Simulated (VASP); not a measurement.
# Sb (R-3m) in VASP: single point with PBEsol

Aim: the single point of Sb with PBEsol.

Program: VASP 6.6.1. These are calculated values, not measurements. Logs are shortened: lines on timing, memory, paths and dates and some standing lists are left out, and cuts for length are marked.

### 1 The cell of the first run

Symmetry: R-3m, No. 166, trigonal system. The conventional cell has a = 4.320 Å, b = 4.320 Å, c = 11.091 Å, α = 90.00°, β = 90.00°, γ = 120.00°. Within 3.9 Å of Sb (site symmetry 3m) lie 6 Sb at 2.92 to 3.31 Å.

### 2 Single point, PBEsol

Contents of INCAR:

```
SYSTEM = Sb
PREC = Accurate ; ENCUT = 500
EDIFF = 1E-6 ; ISMEAR = 0
SIGMA = 0.05 ; LREAL = .FALSE.
LASPH = .TRUE. ; NELM = 120
ALGO = Normal ; ISIF = 2
LWAVE = .FALSE. ; LCHARG = .FALSE.
GGA = PS ; NBANDS = 22
GGA_COMPAT = .FALSE.
```

Contents of KPOINTS:

```
regular mesh
0
G
  12 12 12
  0 0 0
```

Contents of POSCAR:

```
Sb
1.0
    2.1600021098      1.2470777995      3.6971197533
   -2.1600021098      1.2470777995      3.6971197533
    0.0000000000     -2.4941555991      3.6971197533
Sb
2
Direct
    0.2355428626      0.2355428626      0.2355428626
    0.7644571374      0.7644571374      0.7644571374
```

Potentials or basis: VASP PAW PBE potentials, release 64 (Sb_d_GW).

Run with:

```bash
$ cat potpaw_PBE.64/Sb_d_GW/POTCAR > POTCAR
$ mpirun -np 1 vasp_std > vasp.out
```

OUTCAR:

```text
SYSTEM = Sb
   PREC = Accurate
   ENCUT = 500
   EDIFF = 1E-6
   ISMEAR = 0
   LREAL = .FALSE.
   LASPH = .TRUE.
   NELM = 120
   ISIF = 2
   GGA = PS

 ion  position               nearest neighbor table
   1  0.236  0.236  0.236-   2 2.92   2 2.92   2 2.92   2 3.31   2 3.31   2 3.31
   2  0.764  0.764  0.764-   1 2.92   1 2.92   1 2.92   1 3.31   1 3.31   1 3.31

  LATTYP: Found a trigonal (rhomboedric) cell.
 ALAT       =     4.4597653103
 COS(alpha) =     0.5308471746

  Lattice vectors:

 A1 = (   2.1600021098,   1.2470777995,   3.6971197533)
 A2 = (  -2.1600021098,   1.2470777995,   3.6971197533)
 A3 = (   0.0000000000,  -2.4941555991,   3.6971197533)

Analysis of symmetry for initial positions (statically):
=====================================================================
 Subroutine PRICEL returns:
 Original cell was already a primitive cell.

 Routine SETGRP: Setting up the symmetry group for a
 trigonal (rhombohedral) supercell.

 Subroutine GETGRP returns: Found 12 space group operations
 (whereof 12 operations were pure point group operations)
 out of a pool of 12 trial point group operations.

The static configuration has the point symmetry D_3d.

Analysis of symmetry for dynamics (positions and initial velocities):
=====================================================================
 Subroutine PRICEL returns:
 Original cell was already a primitive cell.

 Routine SETGRP: Setting up the symmetry group for a
 trigonal (rhombohedral) supercell.

 Subroutine GETGRP returns: Found 12 space group operations
 (whereof 12 operations were pure point group operations)
 out of a pool of 12 trial point group operations.

The dynamic configuration has the point symmetry D_3d.

 Subroutine INISYM returns: Found 12 space group operations
 (whereof 12 operations are pure point group operations),
 and found     1 'primitive' translations

----------------------------------------------------------------------------------------

                                     Primitive cell

  volume of cell :      59.7534

  direct lattice vectors                    reciprocal lattice vectors
     2.160002110  1.247077799  3.697119753     0.231481255  0.133645765  0.090160275
    -2.160002110  1.247077799  3.697119753    -0.231481255  0.133645765  0.090160275
     0.000000000 -2.494155599  3.697119753     0.000000000 -0.267291530  0.090160275

  length of vectors
     4.459765310  4.459765310  4.459765310     0.282087996  0.282087996  0.282087996

  position of ions in fractional coordinates (direct lattice)
     0.235542863  0.235542863  0.235542863
     0.764457137  0.764457137  0.764457137

  ion indices of the primitive-cell ions
   primitive index   ion index
                 1           1
                 2           2

----------------------------------------------------------------------------------------

 KPOINTS: regular mesh

Automatic generation of k-mesh.
 Grid dimensions read from file:
 generate k-points for:   12   12   12

 Generating k-lattice:

  Cartesian coordinates                     Fractional coordinates (reciprocal lattice)
     0.019290105  0.011137147  0.007513356     0.083333333  0.000000000  0.000000000
    -0.019290105  0.011137147  0.007513356     0.000000000  0.083333333  0.000000000
     0.000000000 -0.022274294  0.007513356    -0.000000000 -0.000000000  0.083333333

  Length of vectors
     0.023507333  0.023507333  0.023507333

  Shift w.r.t. Gamma in fractional coordinates (k-lattice)
     0.000000000  0.000000000  0.000000000

 Subroutine IBZKPT returns following result:
 ===========================================

 Found    189 irreducible k-points:

 Following reciprocal coordinates:
            Coordinates               Weight
  0.000000  0.000000  0.000000      1.000000
  0.083333  0.000000 -0.000000      6.000000
  0.166667  0.000000 -0.000000      6.000000
  0.250000 -0.000000 -0.000000      6.000000
  0.333333  0.000000 -0.000000      6.000000
  0.416667 -0.000000 -0.000000      6.000000
[... 16 lines left out ...]
  0.500000  0.166667 -0.000000     12.000000
 -0.416667  0.166667  0.000000     12.000000
 [... further k-points ...]
   k-points           NKPTS =    189   k-points in BZ     NKDIM =    189   number of bands    NBANDS=     22
   number of dos      NEDOS =    301   number of ions     NIONS =      2
   total plane-waves  NPLWV =  46656
   dimension x,y,z NGX =    36 NGY =   36 NGZ =   36
   dimension x,y,z NGXF=    72 NGYF=   72 NGZF=   72
   ions per type =               2
   NGX,Y,Z   is equivalent  to a cutoff of  13.42, 13.42, 13.42 a.u.
   NGXF,Y,Z  is equivalent  to a cutoff of  26.84, 26.84, 26.84 a.u.
 SYSTEM =  Sb
   PREC   = accura    normal or accurate (medium, high low for compatibility)
   ISTART =      0    job   : 0-new  1-cont  2-samecut
   ICHARG =      2    charge: 1-file 2-atom 10-const
   ISPIN  =      1    spin polarized calculation?
   LNONCOLLINEAR =      F non collinear calculations
   LSORBIT =      F    spin-orbit coupling
   LASPH  =      T    aspherical Exc in radial PAW
   ENCUT  =  500.0 eV  36.75 Ry    6.06 a.u.   8.13  8.13  8.13*2*pi/ulx,y,z
   NELM   =    120;   NELMIN=  2; NELMDL= -5     # of ELM steps
   EDIFF  = 0.1E-05   stopping-criterion for ELM
   LREAL  =      F    real-space projection
[... 7 lines left out ...]
   TEBEG  =    0.0;   TEEND  =   0.0 temperature during run
   PSTRESS=    0.0 pullay stress
   NELECT =      30.0000    total number of electrons
   NUPDOWN=      -1.0000    fix difference up-down
   EMIN   =  10.00;   EMAX   =-10.00  energy-range for DOS
   EFERMI =   0.00;   METHOD = LEGACY
   ISMEAR =     0;   SIGMA  =   0.05  broadening in eV -4-tet -1-fermi 0-gaus
   EFERMI_NEDOS =   21; number of points for ismear=-14 and -15
   IALGO  =     38    algorithm
   IMIX   =      4    mixing-type and parameters
     AMIX     =   0.40;   BMIX     =  1.00
     AMIX_MAG =   1.60;   BMIX_MAG =  1.00
  volume/ion in A,a.u.               =      29.88       201.62
  Fermi-wavevector in a.u.,A,eV,Ry     =   1.301151  2.458819 23.034586  1.692994
  Thomas-Fermi vector in A             =   2.432304
   LORBIT       =      0    0 simple, 1 ext, 2 COOP (PROOUT), +10 PAW based schemes
   GGA     = PS    functional components
   LHFCALC =     F    Hartree Fock is set to
   AEXX    =    0.0000 exact exchange contribution
   IVDW    =     0    specifies the selected vdW correction
   LEPSILON=     F    determine dielectric tensor
   LRPA    =     F    only Hartree local field effects (RPA)
 non-spin polarized calculation
 Gauss-broadening in eV      SIGMA  =   0.05
  energy-cutoff  :      500.00
  volume of cell :       59.75
 maximum number of plane-waves:      1538
 NGX is ok and might be reduce to    36
   NGX = 17   NGY = 17   NGZ = 17

 number of electron      29.9999997 magnetization

 Free energy of the ion-electron system (eV)
  ---------------------------------------------------
  ext. energy  EPLUGINS =         0.00000000
  ---------------------------------------------------
  free energy    TOTEN  =        -9.16340548 eV

  energy without entropy =       -9.16327842  energy(sigma->0) =       -9.16334195

 E-fermi :   5.2561     XC(G=0): -10.1193

 val. band max:        5.1330152012   @ k =   0.4167   0.3333   0.3333
 cond. band min:       5.2655014360   @ k =  -0.4167   0.5000   0.4167
 fundamental gap:      0.1324862349
 Fermi energy:         5.2561444381

 k-point     1 :       0.0000    0.0000    0.0000
  band No.  band energies     occupation
      1     -24.0548      2.00000
      2     -24.0548      2.00000
      3     -23.9653      2.00000
      4     -23.9653      2.00000
      5     -23.9448      2.00000
      6     -23.8531      2.00000
[... 14 lines left out ...]
     21      10.4286      0.00000
     22      11.7910      0.00000

 k-point     2 :       0.0833    0.0000   -0.0000
  band No.  band energies     occupation
      1     -24.0516      2.00000
      2     -24.0506      2.00000
      3     -23.9639      2.00000
      4     -23.9631      2.00000
      5     -23.9430      2.00000
      6     -23.8549      2.00000
[... 14 lines left out ...]
     21      10.3432      0.00000
     22      12.4087      0.00000

 k-point     3 :       0.1667    0.0000   -0.0000
  band No.  band energies     occupation
      1     -24.0424      2.00000
      2     -24.0386      2.00000
      3     -23.9597      2.00000
      4     -23.9566      2.00000
      5     -23.9376      2.00000
      6     -23.8603      2.00000
[... 14 lines left out ...]
     21      10.6674      0.00000
     22      13.6756      0.00000

 k-point     4 :       0.2500   -0.0000   -0.0000
  band No.  band energies     occupation
      1     -24.0286      2.00000
      2     -24.0196      2.00000
      3     -23.9538      2.00000
      4     -23.9464      2.00000
      5     -23.9290      2.00000
      6     -23.8688      2.00000
[... 14 lines left out ...]
     21      11.3444      0.00000
     22      15.3157      0.00000

 k-point     5 :       0.3333    0.0000   -0.0000
  band No.  band energies     occupation
      1     -24.0126      2.00000
      2     -23.9953      2.00000
      3     -23.9473      2.00000
      4     -23.9335      2.00000
      5     -23.9178      2.00000
      6     -23.8825      2.00000
[... 417 lines left out ...]
 k-point    22 :       0.4167    0.1667   -0.0000
  band No.  band energies     occupation
      1     -24.0238      2.00000
      2     -23.9703      2.00000
      3     -23.9453      2.00000
      4     -23.9342      2.00000
      5     -23.9082      2.00000
      6     -23.8957      2.00000
[... 14 lines left out ...]
     21      14.1402      0.00000
     22      14.7828      0.00000

 k-point    23 :       0.5000    0.1667   -0.0000
  band No.  band energies     occupation
      1     -24.0113      2.00000
      2     -23.9556      2.00000
      3     -23.9353      2.00000
      4     -23.9304      2.00000
      5     -23.9082      2.00000
      6     -23.8981      2.00000
[... 14 lines left out ...]
     21      14.4168      0.00000
     22      14.5698      0.00000

 k-point    24 :      -0.4167    0.1667    0.0000
  band No.  band energies     occupation
      1     -24.0093      2.00000
      2     -23.9409      2.00000
      3     -23.9362      2.00000
      4     -23.9258      2.00000
      5     -23.9125      2.00000
      6     -23.9081      2.00000
[... 14 lines left out ...]
     21      13.0684      0.00000
     22      15.6764      0.00000

 [... further k-points ...]

------------------------ aborting loop because EDIFF is reached ----------------------------------------

  FORCE on cell =-STRESS in cart. coord.  units (eV):
  Direction    XX          YY          ZZ          XY          YZ          ZX
  --------------------------------------------------------------------------------------
  -------------------------------------------------------------------------------------
  Total       -0.0367400     -0.0367400     -0.0754610      0.0000000      0.0000000      0.0000000
  in kB       -0.9851170     -0.9851170     -2.0233476      0.0000000      0.0000000      0.0000000
  external PRESSURE =      -1.3311939 kB  Pullay stress =       0.0000000 kB

 VOLUME and BASIS-vectors are now :
 -----------------------------------------------------------------------------
  energy-cutoff  :      500.00
  volume of cell :       59.75
      direct lattice vectors                 reciprocal lattice vectors
     2.160002110  1.247077799  3.697119753     0.231481255  0.133645765  0.090160275
    -2.160002110  1.247077799  3.697119753    -0.231481255  0.133645765  0.090160275
     0.000000000 -2.494155599  3.697119753     0.000000000 -0.267291530  0.090160275

 POSITION                                       TOTAL-FORCE (eV/Angst)
 -----------------------------------------------------------------------------------
      0.00000     -0.00000      2.61249         0.000000      0.000000     -0.000913
      0.00000     -0.00000      8.47887         0.000000     -0.000000      0.000913
 -----------------------------------------------------------------------------------
    total drift:                                0.000000     -0.000000      0.000000

  FREE ENERGIE OF THE ION-ELECTRON SYSTEM (eV)
  ---------------------------------------------------
  free  energy   TOTEN  =        -9.1634054838 eV

  energy  without entropy=       -9.1632784225  energy(sigma->0) =       -9.16334195
```

Run time: 4.3 min. Hardware: 1 thread of AMD EPYC 7R13 (Zen 3), shared host; peak memory 0.36 GiB.

Results:

- Free energy: -9.1634 eV
- Pressure: -0.1 GPa
- Band gap on the k mesh: zero (bands 15 and 16 overlap by 0.26 eV)

Stress tensor (GPa, compression positive):
```
-0.10  0.00  0.00
 0.00 -0.10  0.00
 0.00  0.00 -0.20
```

Caveat: the PAW data sets were made with another functional, which shifts forces and pressure a little; spin-orbit coupling is left out, which moves the levels of the heavy elements.

The gap in the log of VASP goes by the Fermi energy; the results here count the filled bands.